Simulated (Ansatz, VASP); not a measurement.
## CdSe: VASP beside Ansatz

INCAR

```
PREC = Accurate
ENCUT = 520
EDIFF = 1E-6
ISMEAR = 0
SIGMA = 0.3
LREAL = F
LASPH = T
NELM = 100
ALGO = Normal
ISIF = 2
LWAVE = F
LCHARG = F
GGA = PS
IVDW = 13
NBANDS = 16
```

The input KPOINTS:

```
regular mesh
0
Gamma
  5 5 5
```

The input POSCAR:

```
CdSe
1.0
    0.0000000000      3.1106739359      3.1106739359
    3.1106739359      0.0000000000      3.1106739359
    3.1106739359      3.1106739359      0.0000000000
Cd Se
1 1
Direct
    0.0000000000      0.0000000000      0.0000000000
    0.7500000000      0.7500000000      0.7500000000
```

Input for Ansatz:

```yaml
crystal:
  lattice:
    - [0.0, 3.1106739359263793, 3.1106739359263793]
    - [3.1106739359263793, 0.0, 3.1106739359263793]
    - [3.1106739359263793, 3.1106739359263793, 0.0]
  atoms:
    - { symbol: Cd, position: [0.0, 0.0, 0.0] }
    - { symbol: Se, position: [0.75, 0.75, 0.75] }
basis:
  ecutwfc: 500.0
kpoints:
  mp_grid:
    grid: [5, 5, 5]
hamiltonian:
  xc: pbesol
  dispersion: d4
scf:
  max_iter: 80
  algorithm: density_mixing
  occupations:
    method: gaussian
    width: 0.3
  eigensolver:
    kind: davidson
    mixed_precision: false
output:
  stress: true
```

Alike in both runs: task single point; functional PBEsol; dispersion D4; k mesh 5 × 5 × 5; occupations gaussian, width 0.3 eV; no spin polarisation.

|  | VASP | Ansatz |
| --- | --- | --- |
| version | VASP 6.6.1 | Ansatz 0.2.0 |
| potentials or method | VASP PAW PBE potentials, release 64 (Cd, Se), cutoff 520 eV | plane waves, PAW |
| valence electrons in the cell | 18 | 36 |

```csv
,VASP,Ansatz,Ansatz less VASP
pressure (GPa),-3.6,-3.9,-0.25
```

VASP's potentials were made for PBE, not for PBEsol. VASP's potentials hold 18 valence electrons a cell and Ansatz's 36, so a difference there can come from the potentials and not from the codes.
